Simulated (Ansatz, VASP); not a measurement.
Two plane-wave programs on GaGe3

INCAR

```
SYSTEM = GaGe3
PREC = Accurate
ENCUT = 520
EDIFF = 1E-6
ISMEAR = 0
SIGMA = 0.15
LREAL = .FALSE.
LASPH = .TRUE.
NELM = 100
ALGO = Normal
ISIF = 2
LWAVE = .FALSE.
LCHARG = .FALSE.
GGA = PE
NBANDS = 36
```

The input KPOINTS:

```
regular mesh
0
G
  6 6 6
  0 0 0
```

POSCAR

```
GaGe3
1.0
    4.2784660000      0.0000000000      0.0000000000
    0.0000000000      4.2784660000      0.0000000000
    0.0000000000      0.0000000000      4.2784660000
Ga Ge
1 3
Direct
    0.0000000000      0.0000000000      0.0000000000
    0.0000000000      0.5000000000      0.5000000000
    0.5000000000      0.0000000000      0.5000000000
    0.5000000000      0.5000000000      0.0000000000
```

Input for Ansatz:

```yaml
crystal:
  lattice:
    - [4.278466, 0.0, 0.0]
    - [0.0, 4.278466, 0.0]
    - [0.0, 0.0, 4.278466]
  atoms:
    - { symbol: Ga, position: [0.0, 0.0, 0.0] }
    - { symbol: Ge, position: [0.0, 0.5, 0.5] }
    - { symbol: Ge, position: [0.5, 0.0, 0.5] }
    - { symbol: Ge, position: [0.5, 0.5, 0.0] }
kpoints:
  mp_grid:
    grid: [6, 6, 6]
hamiltonian:
  xc: pbe
scf:
  occupations:
    method: gaussian
    width: 0.15
basis:
  ecutwfc: "18 Ha"
output:
  forces: true
  stress: true
```

Alike in both runs: task single point; functional PBE; k mesh 6 × 6 × 6; occupations gaussian, width 0.15 eV; no spin polarisation.

```csv
,VASP,Ansatz
version,VASP 6.6.1,Ansatz 0.2.0
potentials or method,"VASP PAW PBE potentials, release 64 (Ga_d, Ge_d), cutoff 520 eV","plane waves, PAW"
valence electrons in the cell,55,55
```

```csv
,VASP,Ansatz,Ansatz less VASP
pressure (GPa),-0.1,-0.1,-0.01
```
